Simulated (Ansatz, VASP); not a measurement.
# One calculation of AlP, two programs

```xyz
2
Lattice="0.0000 2.7534 2.7534 2.7534 0.0000 2.7534 2.7534 2.7534 0.0000" Properties=species:S:1:pos:R:3 pbc="T T T"
Al    0.0000    0.0000    0.0000
P     1.3767    1.3767    1.3767
```

Alike in both runs: functional PBE; k mesh 8 × 8 × 8; occupations gaussian, width 0.02 eV; no spin polarisation.

Ansatz relaxed the structure, and its values are those at the end. VASP's run is a single point on that final structure, the one shown.

```csv
,VASP,Ansatz
version,VASP 6.6.1,Ansatz 0.2.0
potentials or method,"VASP PAW PBE potentials, release 64 (Al, P), cutoff 500 eV","scalar-relativistic, plane waves, PAW"
valence electrons in the cell,8,8
```

|  | VASP | Ansatz | Ansatz less VASP |
| --- | --- | --- | --- |
| gap on the k mesh at the Fermi level (eV) | 1.63 | 1.63 | +0.002 |
| least direct gap on the mesh (eV) | 3.09 | 3.09 | +0.002 |
| pressure (GPa) | 0.0 | 0.0 | +0.09 |

The functional is the same, so the differences come from potentials, cutoffs and numerics.
